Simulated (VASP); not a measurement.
Al2O3, 10 atoms in the cell. Symmetry: R-3c, No. 167, trigonal system. Conventional cell: a = 4.854 Å, b = 4.854 Å, c = 13.250 Å, α = 90.00°, β = 90.00°, γ = 120.00°. Within 2.5 Å of Al (site symmetry 3) lie 6 O at 1.89 to 2.01 Å. O (site symmetry 2) has 4 Al at 1.89 to 2.01 Å and 8 O at 2.57 to 2.78 Å within 2.8 Å. 

- Program: VASP 6.6.1
- Task: single point
- Functional: PBE
- Potentials or basis: VASP PAW PBE potentials, release 64 (Al, O)
- Cutoff: 600 eV
- k mesh: 8 × 8 × 8
- Occupations: fermi-dirac, width 0.02 eV
- Spin: no spin polarisation
- Dipole correction: no
- Further INCAR settings: ALGO = Normal; EDIFF = 1e-06; NBANDS = 35

Potentials or basis: VASP PAW PBE potentials, release 64 (Al, O).

Run with:

```console
$ cat potpaw_PBE.64/Al/POTCAR potpaw_PBE.64/O/POTCAR > POTCAR
$ mpirun -np 1 vasp_std > vasp.out
```

Hardware: 1 thread of Oxide Virtual Turin-like Processor, on a shared host.

Task: Estimate the wall time of this run.

Result: Wall time 4.5 min on 1 thread of Oxide Virtual Turin-like Processor (shared host), peak memory 0.33 GiB. Counts: scf iterations 13, k points 65.
